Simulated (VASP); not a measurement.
# SrSi2Pd2 (I4/mmm) in VASP: single point with LDA

Aim: the single point of SrSi2Pd2 with LDA.

Everything below comes from runs of VASP 6.6.1. Logs are shortened: lines on timing, memory, paths and dates and some standing lists are left out, and cuts for length are marked.

## Step 1: The cell of the first run

Symmetry: I4/mmm, No. 139, tetragonal system. The conventional cell has a = 4.310 Å, b = 4.310 Å, c = 9.876 Å, α = 90.00°, β = 90.00°, γ = 90.00°. Within 3.3 Å of Si (site symmetry 4mm) lie 1 Si at 2.47 Å and 4 Pd at 2.48 Å and 4 Sr at 3.29 Å. Within 4.4 Å of Sr (site symmetry 4/mmm) lie 8 Pd at 3.28 Å and 10 Si at 3.29 to 3.70 Å and 4 Sr at 4.31 Å. Within 3.3 Å of Pd (site symmetry -4m2) lie 4 Si at 2.48 Å and 4 Pd at 3.05 Å and 4 Sr at 3.28 Å.

## Step 2: Single point, LDA

File INCAR:

```
ALGO = Normal
EDIFF = 1E-6
ENCUT = 520
GGA = CA
ISIF = 2
ISMEAR = 0
ISYM = 0
LASPH = True
LCHARG = False
LREAL = False
LWAVE = False
NBANDS = 27
NELM = 80
PREC = Accurate
SIGMA = 0.1
```

File KPOINTS:

```
k-points
0
Gamma
  7 7 9
```

File POSCAR:

```
SrSi2Pd2
1.0
   -2.1550000000      2.1550000000      4.9380000000
    2.1550000000     -2.1550000000      4.9380000000
    2.1550000000      2.1550000000     -4.9380000000
Si Sr Pd
2 1 2
Direct
    0.3750000000      0.3750000000      0.0000000000
    0.6250000000      0.6250000000      0.0000000000
    0.0000000000      0.0000000000      0.0000000000
    0.7500000000      0.2500000000      0.5000000000
    0.2500000000      0.7500000000      0.5000000000
```

Potentials or basis: VASP PAW LDA potentials, release 64 (Si, Sr_sv, Pd).

The run is started by

```
$ cat potpaw_LDA.64/Si/POTCAR potpaw_LDA.64/Sr_sv/POTCAR potpaw_LDA.64/Pd/POTCAR > POTCAR
$ mpirun -np 1 vasp_std > vasp.out
```

OUTCAR:

```text
EDIFF = 1E-6
   ENCUT = 520
   GGA = CA
   ISIF = 2
   ISMEAR = 0
   ISYM = 0
   LASPH = True
   LREAL = False
   NELM = 80
   PREC = Accurate

 ion  position               nearest neighbor table
   1  0.375  0.375  0.000-   2 2.47   4 2.48   5 2.48   5 2.48   4 2.48   3 3.29   3 3.29   3 3.29
                             3 3.29   3 3.70
   2  0.625  0.625  0.000-   1 2.47   4 2.48   5 2.48   4 2.48   5 2.48   3 3.29   3 3.29   3 3.29
                             3 3.29   3 3.70
   3  0.000  0.000  0.000-   4 3.28   5 3.28   4 3.28   5 3.28   4 3.28   5 3.28   4 3.28   5 3.28
                             2 3.29   2 3.29   1 3.29   1 3.29   2 3.29   1 3.29   2 3.29   1 3.29
   4  0.750  0.250  0.500-   1 2.48   2 2.48   1 2.48   2 2.48   5 3.05   5 3.05   5 3.05   5 3.05
                             3 3.28   3 3.28   3 3.28   3 3.28
   5  0.250  0.750  0.500-   1 2.48   2 2.48   1 2.48   2 2.48   4 3.05   4 3.05   4 3.05   4 3.05
                             3 3.28   3 3.28   3 3.28   3 3.28

IMPORTANT INFORMATION: All symmetrisations will be switched off!
NOSYMM: (Re-)initialisation of all symmetry stuff for point group C_1.

----------------------------------------------------------------------------------------

                                     Primitive cell

  volume of cell :      91.7288

  direct lattice vectors                    reciprocal lattice vectors
    -2.155000000  2.155000000  4.938000000     0.000000000  0.232018561  0.101255569
     2.155000000 -2.155000000  4.938000000     0.232018561  0.000000000  0.101255569
     2.155000000  2.155000000 -4.938000000     0.232018561  0.232018561  0.000000000

  length of vectors
     5.802748831  5.802748831  5.802748831     0.253150752  0.253150752  0.328123796

  position of ions in fractional coordinates (direct lattice)
     0.375000000  0.375000000  0.000000000
     0.625000000  0.625000000  0.000000000
     0.000000000  0.000000000  0.000000000
     0.750000000  0.250000000  0.500000000
     0.250000000  0.750000000  0.500000000

  ion indices of the primitive-cell ions
   primitive index   ion index
                 1           1
                 2           2
                 3           3
                 4           4
                 5           5

----------------------------------------------------------------------------------------

 KPOINTS: k-points

Automatic generation of k-mesh.
 Grid dimensions read from file:
 generate k-points for:    7    7    9

 Generating k-lattice:

  Cartesian coordinates                     Fractional coordinates (reciprocal lattice)
     0.000000000  0.033145509  0.014465081     0.142857143  0.000000000 -0.000000000
     0.033145509  0.000000000  0.014465081     0.000000000  0.142857143 -0.000000000
     0.025779840  0.025779840  0.000000000     0.000000000  0.000000000  0.111111111

  Length of vectors
     0.036164393  0.036164393  0.036458200

  Shift w.r.t. Gamma in fractional coordinates (k-lattice)
     0.000000000  0.000000000  0.000000000

 -----------------------------------------------------------------------------
|                                                                             |
|           W    W    AA    RRRRR   N    N  II  N    N   GGGG   !!!           |
|           W    W   A  A   R    R  NN   N  II  NN   N  G    G  !!!           |
|           W    W  A    A  R    R  N N  N  II  N N  N  G       !!!           |
|           W WW W  AAAAAA  RRRRR   N  N N  II  N  N N  G  GGG   !            |
|           WW  WW  A    A  R   R   N   NN  II  N   NN  G    G                |
|           W    W  A    A  R    R  N    N  II  N    N   GGGG   !!!           |
|                                                                             |
|     Your reciprocal lattice and k-lattice belong to different lattice       |
|     classes:                                                                |
|                                                                             |
|        The reciprocal lattice is body-centered tetragonal,                  |
|        whereas your k-lattice is base-centered monoclinic.                  |
|                                                                             |
|     Results are often still useful ...                                      |
|                                                                             |
 -----------------------------------------------------------------------------

 WARNING: IBZKPT: internal override: KBLOWUP is changed to .FALSE.
      ... skipping the blow-up phase ...

 Subroutine IBZKPT returns following result:
 ===========================================

 Found    221 irreducible k-points:

 Following reciprocal coordinates:
            Coordinates               Weight
  0.000000  0.000000  0.000000      1.000000
  0.142857 -0.000000  0.000000      2.000000
  0.285714 -0.000000  0.000000      2.000000
  0.428571 -0.000000  0.000000      2.000000
 -0.000000  0.142857  0.000000      2.000000
  0.142857  0.142857  0.000000      2.000000
[... 16 lines left out ...]
 -0.428571  0.428571  0.000000      2.000000
 -0.285714  0.428571  0.000000      2.000000
 [... further k-points ...]
   k-points           NKPTS =    221   k-points in BZ     NKDIM =    221   number of bands    NBANDS=     27
   number of dos      NEDOS =    301   number of ions     NIONS =      5
   total plane-waves  NPLWV = 110592
   dimension x,y,z NGX =    48 NGY =   48 NGZ =   48
   dimension x,y,z NGXF=    96 NGYF=   96 NGZF=   96
   ions per type =               2   1   2
   NGX,Y,Z   is equivalent  to a cutoff of  13.75, 13.75, 13.75 a.u.
   NGXF,Y,Z  is equivalent  to a cutoff of  27.50, 27.50, 27.50 a.u.
 SYSTEM =  unknown system
   PREC   = accura    normal or accurate (medium, high low for compatibility)
   ISTART =      0    job   : 0-new  1-cont  2-samecut
   ICHARG =      2    charge: 1-file 2-atom 10-const
   ISPIN  =      1    spin polarized calculation?
   LNONCOLLINEAR =      F non collinear calculations
   LSORBIT =      F    spin-orbit coupling
   LASPH  =      T    aspherical Exc in radial PAW
   ENCUT  =  520.0 eV  38.22 Ry    6.18 a.u.  10.79 10.79 10.79*2*pi/ulx,y,z
   NELM   =     80;   NELMIN=  2; NELMDL= -5     # of ELM steps
   EDIFF  = 0.1E-05   stopping-criterion for ELM
   LREAL  =      F    real-space projection
   EDIFFG = 0.1E-04   stopping-criterion for IOM
   NSW    =      0    number of steps for IOM
   IBRION =     -1    ionic relax: 0-MD 1-quasi-New 2-CG
   NFREE  =      0    steps in history (QN), initial steepest desc. (CG)
   ISIF   =      2    stress and relaxation
   ISYM   =      0    0-nonsym 1-usesym 2-fastsym
   POTIM  = 0.5000    time-step for ionic-motion
   TEBEG  =    0.0;   TEEND  =   0.0 temperature during run
   PSTRESS=    0.0 pullay stress
   NELECT =      38.0000    total number of electrons
   NUPDOWN=      -1.0000    fix difference up-down
   EMIN   =  10.00;   EMAX   =-10.00  energy-range for DOS
   EFERMI =   0.00;   METHOD = LEGACY
   ISMEAR =     0;   SIGMA  =   0.10  broadening in eV -4-tet -1-fermi 0-gaus
   EFERMI_NEDOS =   21; number of points for ismear=-14 and -15
   IALGO  =     38    algorithm
   IMIX   =      4    mixing-type and parameters
     AMIX     =   0.40;   BMIX     =  1.00
     AMIX_MAG =   1.60;   BMIX_MAG =  1.00
  volume/ion in A,a.u.               =      18.35       123.80
  Fermi-wavevector in a.u.,A,eV,Ry     =   1.220396  2.306214 20.264064  1.489367
  Thomas-Fermi vector in A             =   2.355615
   LORBIT       =      0    0 simple, 1 ext, 2 COOP (PROOUT), +10 PAW based schemes
   GGA     = CA    functional components
   LHFCALC =     F    Hartree Fock is set to
   AEXX    =    0.0000 exact exchange contribution
   IVDW    =     0    specifies the selected vdW correction
   LEPSILON=     F    determine dielectric tensor
   LRPA    =     F    only Hartree local field effects (RPA)
 non-spin polarized calculation
 Gauss-broadening in eV      SIGMA  =   0.10
  energy-cutoff  :      520.00
  volume of cell :       91.73
 maximum number of plane-waves:      2494
 NGX is ok and might be reduce to    48
   NGX = 21   NGY = 21   NGZ = 21

 number of electron      38.0000001 magnetization

 Free energy of the ion-electron system (eV)
  ---------------------------------------------------
  ext. energy  EPLUGINS =         0.00000000
  ---------------------------------------------------
  free energy    TOTEN  =       -30.85678956 eV

  energy without entropy =      -30.84100345  energy(sigma->0) =      -30.84889651

 E-fermi :   7.1460     XC(G=0): -11.2795

 val. band max:        7.1378503028   @ k =   0.4286  -0.0000   0.1111
 cond. band min:       7.1501469063   @ k =   0.2857  -0.1429   0.3333
 fundamental gap:      0.0122966035
 Fermi energy:         7.1460407050

 k-point     1 :       0.0000    0.0000    0.0000
  band No.  band energies     occupation
      1     -27.2102      2.00000
      2      -9.4561      2.00000
      3      -9.4105      2.00000
      4      -9.4097      2.00000
      5      -2.9970      2.00000
      6      -0.2792      2.00000
[... 19 lines left out ...]
     26      12.3982      0.00000
     27      12.6477      0.00000

 k-point     2 :       0.1429   -0.0000    0.0000
  band No.  band energies     occupation
      1     -27.2091      2.00000
      2      -9.4569      2.00000
      3      -9.4446      2.00000
      4      -9.4060      2.00000
      5      -2.8084      2.00000
      6      -0.2942      2.00000
[... 19 lines left out ...]
     26      12.3583      0.00000
     27      12.7690      0.00000

 k-point     3 :       0.2857   -0.0000    0.0000
  band No.  band energies     occupation
      1     -27.2064      2.00000
      2      -9.5223      2.00000
      3      -9.4549      2.00000
      4      -9.3968      2.00000
      5      -2.3273      2.00000
      6      -0.3638      2.00000
[... 19 lines left out ...]
     26      13.2119      0.00000
     27      13.3475      0.00000

 k-point     4 :       0.4286   -0.0000    0.0000
  band No.  band energies     occupation
      1     -27.2043      2.00000
      2      -9.5805      2.00000
      3      -9.4540      2.00000
      4      -9.3894      2.00000
      5      -1.8281      2.00000
      6      -0.5137      2.00000
[... 19 lines left out ...]
     26      12.8111      0.00000
     27      13.9684      0.00000

 k-point     5 :      -0.0000    0.1429    0.0000
  band No.  band energies     occupation
      1     -27.2091      2.00000
      2      -9.4569      2.00000
      3      -9.4446      2.00000
      4      -9.4060      2.00000
      5      -2.8084      2.00000
      6      -0.2942      2.00000
[... 19 lines left out ...]
     26      12.3583      0.00000
     27      12.7690      0.00000

 k-point     6 :       0.1429    0.1429    0.0000
  band No.  band energies     occupation
      1     -27.2078      2.00000
      2      -9.4621      2.00000
      3      -9.4437      2.00000
      4      -9.4326      2.00000
      5      -2.5858      2.00000
      6      -0.3881      2.00000
[... 444 lines left out ...]
      1     -27.2009      2.00000
      2      -9.5481      2.00000
      3      -9.4809      2.00000
      4      -9.4453      2.00000
      5      -1.7081      2.00000
      6      -0.2743      2.00000
[... 19 lines left out ...]
     26      12.9466      0.00000
     27      13.7639      0.00000

 k-point    22 :       0.4286    0.4286    0.0000
  band No.  band energies     occupation
      1     -27.1991      2.00000
      2      -9.5369      2.00000
      3      -9.5244      2.00000
      4      -9.4376      2.00000
      5      -1.7118      2.00000
      6       0.0016      2.00000
[... 19 lines left out ...]
     26      13.1379      0.00000
     27      13.3533      0.00000

 k-point    23 :      -0.4286    0.4286    0.0000
  band No.  band energies     occupation
      1     -27.1991      2.00000
      2      -9.5416      2.00000
      3      -9.5206      2.00000
      4      -9.4355      2.00000
      5      -1.7524      2.00000
      6       0.1253      2.00000
[... 19 lines left out ...]
     26      13.4712      0.00000
     27      13.9218      0.00000

 k-point    24 :      -0.2857    0.4286    0.0000
  band No.  band energies     occupation
      1     -27.2010      2.00000
      2      -9.5506      2.00000
      3      -9.4800      2.00000
      4      -9.4406      2.00000
      5      -1.8124      2.00000
      6      -0.0455      2.00000
[... 19 lines left out ...]
     26      12.9998      0.00000
     27      13.1826      0.00000

 [... further k-points ...]

------------------------ aborting loop because EDIFF is reached ----------------------------------------

  FORCE on cell =-STRESS in cart. coord.  units (eV):
  Direction    XX          YY          ZZ          XY          YZ          ZX
  --------------------------------------------------------------------------------------
  -------------------------------------------------------------------------------------
  Total       -2.9039103     -2.9039067     -2.0235280      0.0088366     -0.0092826     -0.0092864
  in kB      -50.7210399    -50.7209768    -35.3438767      0.1543435     -0.1621339     -0.1622009
  external PRESSURE =     -45.5952978 kB  Pullay stress =       0.0000000 kB

 VOLUME and BASIS-vectors are now :
 -----------------------------------------------------------------------------
  energy-cutoff  :      520.00
  volume of cell :       91.73
      direct lattice vectors                 reciprocal lattice vectors
    -2.155000000  2.155000000  4.938000000     0.000000000  0.232018561  0.101255569
     2.155000000 -2.155000000  4.938000000     0.232018561  0.000000000  0.101255569
     2.155000000  2.155000000 -4.938000000     0.232018561  0.232018561  0.000000000

 POSITION                                       TOTAL-FORCE (eV/Angst)
 -----------------------------------------------------------------------------------
      0.00000      0.00000      3.70350         0.002812      0.002813     -0.352845
      0.00000      0.00000      6.17250        -0.002813     -0.002813      0.352846
      0.00000      0.00000      0.00000         0.000000     -0.000000     -0.000000
     -0.00000      2.15500      2.46900        -0.005518      0.005516     -0.000000
      2.15500     -0.00000      2.46900         0.005519     -0.005516      0.000000
 -----------------------------------------------------------------------------------
    total drift:                               -0.000002      0.000003     -0.000002

  FREE ENERGIE OF THE ION-ELECTRON SYSTEM (eV)
  ---------------------------------------------------
  free  energy   TOTEN  =       -30.8567895593 eV

  energy  without entropy=      -30.8410034543  energy(sigma->0) =      -30.84889651
```

Wall time 14 min (1 thread of Intel Xeon Platinum 8259CL at 2.50GHz (Skylake/Cascade Lake), shared host); peak memory 0.66 GiB.

Results:

| Quantity | Value |
| --- | --- |
| Free energy | -30.8568 eV |
| Pressure | -4.6 GPa |
| Largest force | 0.353 eV/Å |
| Band gap on the k mesh | zero (bands 19 and 20 overlap by 1.83 eV) |

Forces in eV/Å, atoms in the order of the input:
```
Si   0.003  0.003 -0.353
Si  -0.003 -0.003  0.353
Sr   0.000  0.000  0.000
Pd  -0.006  0.006  0.000
Pd   0.006 -0.006  0.000
```

Stress tensor (GPa, compression positive):
```
-5.07  0.02 -0.02
 0.02 -5.07 -0.02
-0.02 -0.02 -3.53
```

Caveat: the cell stands under tension.
